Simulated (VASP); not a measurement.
Wanted: the native input for a VASP 6.6.1 run.

| Item | Value |
| --- | --- |
| Task | single point |
| Functional | PBE |
| Potentials or basis | VASP PAW PBE potentials, release 64 (Ba_sv, Ti_sv, O) |
| Cutoff | 520 eV |
| k mesh | 8 × 8 × 8 |
| Occupations | gaussian, width 0.05 eV |
| Spin | no spin polarisation |
| Dipole correction | no |
| Further INCAR settings | ALGO = Normal; EDIFF = 1e-06; NBANDS = 28 |

The structure of BaTiO3 lies in POSCAR:

```
BaTiO3
1.0
    4.0192501416      0.0000000000      0.0000000000
    0.0000000000      4.0192501416      0.0602887521
    0.0000000000      0.0602887521      4.0192501416
Ba Ti O
1 1 3
Direct
    0.5000000000      0.5000000000      0.5000000000
    0.0000000000      0.0000000000      0.0000000000
    0.5000000000      0.0000000000      0.0000000000
    0.0000000000      0.5000000000      0.0000000000
    0.0000000000      0.0000000000      0.5000000000
```

This cell differs from its parent crystal: strain +0.0300 x Voigt [0, 0, 0, 1, 0, 0].

The input as run:

INCAR

```
PREC = Accurate
ENCUT = 520
EDIFF = 1E-6
ISMEAR = 0
SIGMA = 0.05
LREAL = F
LASPH = T
NELM = 80
ALGO = Normal
ISIF = 2
LWAVE = F
LCHARG = F
GGA = PE
NBANDS = 28
```

KPOINTS

```
regular mesh
0
Gamma
  8 8 8
```

Potentials or basis: VASP PAW PBE potentials, release 64 (Ba_sv, Ti_sv, O).

Command:

```bash
$ cat potpaw_PBE.64/Ba_sv/POTCAR potpaw_PBE.64/Ti_sv/POTCAR potpaw_PBE.64/O/POTCAR > POTCAR
$ mpirun -np 1 vasp_std > vasp.out
```

It gave:

The pressure is 1.8 GPa and the band gap on the k mesh is 1.64 eV (least direct gap 1.73 eV).

Caveat: the cell differs from its parent crystal (strain +0.0300 x Voigt [0, 0, 0, 1, 0, 0]); spin-orbit coupling is left out, which moves the levels of the heavy elements.

Run time: 2.5 min on 1 thread of Intel(R) Xeon(R) Platinum 8488C (Sapphire Rapids) (shared host), peak memory 0.3 GiB.
